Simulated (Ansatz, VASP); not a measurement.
## Ag: VASP beside Ansatz

```
Ag
1.0
     2.90070    0.00000    0.00000
    -1.45035    2.51208    0.00000
     0.00000    0.00000    4.79000
Ag
2
Direct
  0.33333 0.66667 0.25000
  0.66667 0.33333 0.75000
```

Change from the starting cell: equal xx and yy strain of -1 %.

Alike in both runs: task single point; functional LDA; k mesh 14 × 14 × 8; occupations fermi-dirac, width 0.05 eV; no spin polarisation.

```csv
,VASP,Ansatz
version,VASP 6.6.1,Ansatz 0.2.0
potentials or method,"VASP PAW LDA potentials, release 64 (Ag), cutoff 520 eV","all-electron LAPW, scalar-relativistic"
```

VASP gave:

```
pressure (GPa)                                                : -8.9
traceless stress, the component that is largest in VASP (GPa) : -0.77
```

**Question.** Which values does Ansatz return?

**Answer.** Pressure (GPa): -9.0; traceless stress, the component that is largest in VASP (GPa): -0.76.

LDA's correlation is that of Perdew and Zunger in VASP and of Perdew and Wang (1992) in Ansatz. Ansatz ran all-electron here, and VASP with PAW potentials.
